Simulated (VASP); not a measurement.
# Ti in VASP: single point with LDA

Aim: the single point of Ti with LDA.

Everything below comes from runs of VASP 6.6.1. Logs are shortened: lines on timing, memory, paths and dates and some standing lists are left out, and cuts for length are marked.

## Step 1: The cell of the first run

The cell holds a slab with vacuum, 9 atoms: a = 2.951 Å, b = 2.951 Å, c = 32.736 Å, α = 90.00°, β = 90.00°, γ = 120.00°.

## Step 2: Single point, LDA

INCAR

```
SYSTEM = Ti
  PREC = Accurate
  ENCUT = 400
  EDIFF = 1E-6
  ISMEAR = 0
  SIGMA = 0.1
  LREAL = .FALSE.
  LASPH = .TRUE.
  NELM = 120
  ALGO = Normal
  ISIF = 2
  LWAVE = .FALSE.
  LCHARG = .FALSE.
  LDIPOL = .TRUE.
  IDIPOL = 3
  DIPOL = 0.5 0.5 0.500
  GGA = CA
  NBANDS = 64
  GGA_COMPAT = .FALSE.
  NELMDL = -8
```

KPOINTS

```
Automatic mesh
0
G
  18 18 1
  0 0 0
```

POSCAR

```
Ti
1.0
    2.9510000000      0.0000000000      0.0000000000
   -1.4755000000      2.5556409666      0.0000000000
    0.0000000000      0.0000000000     32.7360000000
Ti
9
Direct
    0.0000000000      0.0000000000      0.2329906440
    0.3333333333      0.6666666667      0.2959451507
    0.0000000000      0.0000000000      0.3653772421
    0.3333333333      0.6666666667      0.4323971365
    0.0000000000      0.0000000000      0.5000000019
    0.3333333333      0.6666666667      0.5676028615
    0.0000000000      0.0000000000      0.6346227683
    0.3333333333      0.6666666667      0.7040548444
    0.0000000000      0.0000000000      0.7670093506
```

Potentials or basis: VASP PAW LDA potentials, release 64 (Ti_sv).

Command:

```console
cat potpaw_LDA.64/Ti_sv/POTCAR > POTCAR
mpirun -np 1 vasp_std > vasp.out
```

OUTCAR:

```text
SYSTEM = Ti
   PREC = Accurate
   ENCUT = 400
   EDIFF = 1E-6
   ISMEAR = 0
   LREAL = .FALSE.
   LASPH = .TRUE.
   NELM = 120
   ISIF = 2
   GGA = CA
   NELMDL = -8

 ion  position               nearest neighbor table
   1  0.000  0.000  0.233-   2 2.67   2 2.67   2 2.67
   2  0.333  0.667  0.296-   1 2.67   1 2.67   1 2.67   3 2.84   3 2.84   3 2.84
   3  0.000  0.000  0.365-   4 2.78   4 2.78   4 2.78   2 2.84   2 2.84   2 2.84
   4  0.333  0.667  0.432-   3 2.78   3 2.78   3 2.78   5 2.79   5 2.79   5 2.79
   5  0.000  0.000  0.500-   6 2.79   6 2.79   6 2.79   4 2.79   4 2.79   4 2.79
   6  0.333  0.667  0.568-   7 2.78   7 2.78   7 2.78   5 2.79   5 2.79   5 2.79
   7  0.000  0.000  0.635-   6 2.78   6 2.78   6 2.78   8 2.84   8 2.84   8 2.84
   8  0.333  0.667  0.704-   9 2.67   9 2.67   9 2.67   7 2.84   7 2.84   7 2.84
   9  0.000  0.000  0.767-   8 2.67   8 2.67   8 2.67

  LATTYP: Found a hexagonal cell.
 ALAT       =     2.9510000000
 C/A-ratio  =    11.0931887496

  Lattice vectors:

 A1 = (   2.9510000000,   0.0000000000,   0.0000000000)
 A2 = (  -1.4755000000,   2.5556409666,   0.0000000000)
 A3 = (   0.0000000000,   0.0000000000,  32.7360000000)

Analysis of symmetry for initial positions (statically):
=====================================================================
 Subroutine PRICEL returns:
 Original cell was already a primitive cell.

 Routine SETGRP: Setting up the symmetry group for a
 hexagonal supercell.

 Subroutine GETGRP returns: Found 12 space group operations
 (whereof 12 operations were pure point group operations)
 out of a pool of 24 trial point group operations.

The static configuration has the point symmetry D_3h.

Analysis of symmetry for dynamics (positions and initial velocities):
=====================================================================
 Subroutine PRICEL returns:
 Original cell was already a primitive cell.

 Routine SETGRP: Setting up the symmetry group for a
 hexagonal supercell.

 Subroutine GETGRP returns: Found 12 space group operations
 (whereof 12 operations were pure point group operations)
 out of a pool of 24 trial point group operations.

The dynamic configuration has the point symmetry D_3h.

 Subroutine INISYM returns: Found 12 space group operations
 (whereof 12 operations are pure point group operations),
[... 122 lines left out ...]
   NUPDOWN=      -1.0000    fix difference up-down
   EMIN   =  10.00;   EMAX   =-10.00  energy-range for DOS
   EFERMI =   0.00;   METHOD = LEGACY
   ISMEAR =     0;   SIGMA  =   0.10  broadening in eV -4-tet -1-fermi 0-gaus
   EFERMI_NEDOS =   21; number of points for ismear=-14 and -15
   IALGO  =     38    algorithm
   IMIX   =      4    mixing-type and parameters
     AMIX     =   0.40;   BMIX     =  1.00
     AMIX_MAG =   1.60;   BMIX_MAG =  1.00
  volume/ion in A,a.u.               =      27.43       185.12
  Fermi-wavevector in a.u.,A,eV,Ry     =   1.242752  2.348461 21.013286  1.544433
  Thomas-Fermi vector in A             =   2.377093
   LORBIT       =      0    0 simple, 1 ext, 2 COOP (PROOUT), +10 PAW based schemes
   GGA     = CA    functional components
   LHFCALC =     F    Hartree Fock is set to
   AEXX    =    0.0000 exact exchange contribution
   IVDW    =     0    specifies the selected vdW correction
   LEPSILON=     F    determine dielectric tensor
   LRPA    =     F    only Hartree local field effects (RPA)
 non-spin polarized calculation
 Gauss-broadening in eV      SIGMA  =   0.10
  energy-cutoff  :      400.00
  volume of cell :      246.88
 maximum number of plane-waves:      4521
 NGX is ok and might be reduce to    20
   NGX =  9   NGY =  9   NGZ =107

 dipolmoment           0.000000      0.000000      0.000000 electrons x Angstroem

 number of electron     108.0000012 magnetization

 dipolmoment           0.000000      0.000000     -0.000000 electrons x Angstroem

 Free energy of the ion-electron system (eV)
  ---------------------------------------------------
  ext. energy  EPLUGINS =         0.00000000
  ---------------------------------------------------
  free energy    TOTEN  =       -74.72164974 eV

  energy without entropy =      -74.66538008  energy(sigma->0) =      -74.69351491

 E-fermi :   3.5130     XC(G=0):  -7.9222

 val. band max:        3.5122593908   @ k =   0.1111   0.0556   0.0000
 cond. band min:       3.5152361872   @ k =   0.3333   0.0000   0.0000
 fundamental gap:      0.0029767964
 Fermi energy:         3.5130268531

 k-point     1 :       0.0000    0.0000    0.0000
  band No.  band energies     occupation
      1     -52.6494      2.00000
      2     -52.6494      2.00000
      3     -52.5985      2.00000
      4     -52.5655      2.00000
      5     -52.5132      2.00000
      6     -52.4604      2.00000
[... 1597 lines left out ...]
     63       4.6443      0.00000
     64       4.6617      0.00000

 [... further k-points ...]

------------------------ aborting loop because EDIFF is reached ----------------------------------------

 vacuum level on the upper side and lower side of the slab       (xc-potential included)        -0.231        -0.231

  FORCE on cell =-STRESS in cart. coord.  units (eV):
  Direction    XX          YY          ZZ          XY          YZ          ZX
  --------------------------------------------------------------------------------------
  -------------------------------------------------------------------------------------
  Total       -7.1823543     -7.1823543     -0.8692465      0.0000000     -0.0000000      0.0000000
  in kB      -46.6103909    -46.6103909     -5.6410357      0.0000000     -0.0000000      0.0000000
  external PRESSURE =     -32.9539391 kB  Pullay stress =       0.0000000 kB

 VOLUME and BASIS-vectors are now :
 -----------------------------------------------------------------------------
  energy-cutoff  :      400.00
  volume of cell :      246.88
      direct lattice vectors                 reciprocal lattice vectors
     2.951000000  0.000000000  0.000000000     0.338868180  0.195645635  0.000000000
    -1.475500000  2.555640967  0.000000000     0.000000000  0.391291270  0.000000000
     0.000000000  0.000000000 32.736000000     0.000000000  0.000000000  0.030547410

 POSITION                                       TOTAL-FORCE (eV/Angst)
 -----------------------------------------------------------------------------------
      0.00000      0.00000      7.62718         0.000000     -0.000000     -0.014232
     -0.00000      1.70376      9.68806         0.000000      0.000000      0.016325
      0.00000      0.00000     11.96099         0.000000     -0.000000      0.001179
     -0.00000      1.70376     14.15495        -0.000000      0.000000     -0.002700
      0.00000      0.00000     16.36800         0.000000     -0.000000      0.000000
     -0.00000      1.70376     18.58105        -0.000000      0.000000      0.002700
      0.00000      0.00000     20.77501         0.000000     -0.000000     -0.001179
     -0.00000      1.70376     23.04794         0.000000      0.000000     -0.016325
      0.00000      0.00000     25.10882         0.000000     -0.000000      0.014232
 -----------------------------------------------------------------------------------
    total drift:                                0.000002     -0.000001      0.000005

  FREE ENERGIE OF THE ION-ELECTRON SYSTEM (eV)
  ---------------------------------------------------
  free  energy   TOTEN  =       -74.7216497411 eV

  energy  without entropy=      -74.6653800752  energy(sigma->0) =      -74.69351491

 vacuum level on the upper side and lower side of the slab         7.836         7.836
```

Wall time 29 min (1 thread of Oxide Virtual Turin-like, shared host); peak memory 0.36 GiB.

Results:

```yaml
Free_energy: -74.7216 eV
Largest_force: 0.016 eV/Å
Band_gap_on_the_k_mesh: zero (bands 54 and 55 overlap by 0.93 eV)
```

Forces on the atoms (eV/Å):
```
Ti   0.000  0.000 -0.014
Ti   0.000  0.000  0.016
Ti   0.000  0.000  0.001
Ti   0.000  0.000 -0.003
Ti   0.000  0.000  0.000
Ti   0.000  0.000  0.003
Ti   0.000  0.000 -0.001
Ti   0.000  0.000 -0.016
Ti   0.000  0.000  0.014
```
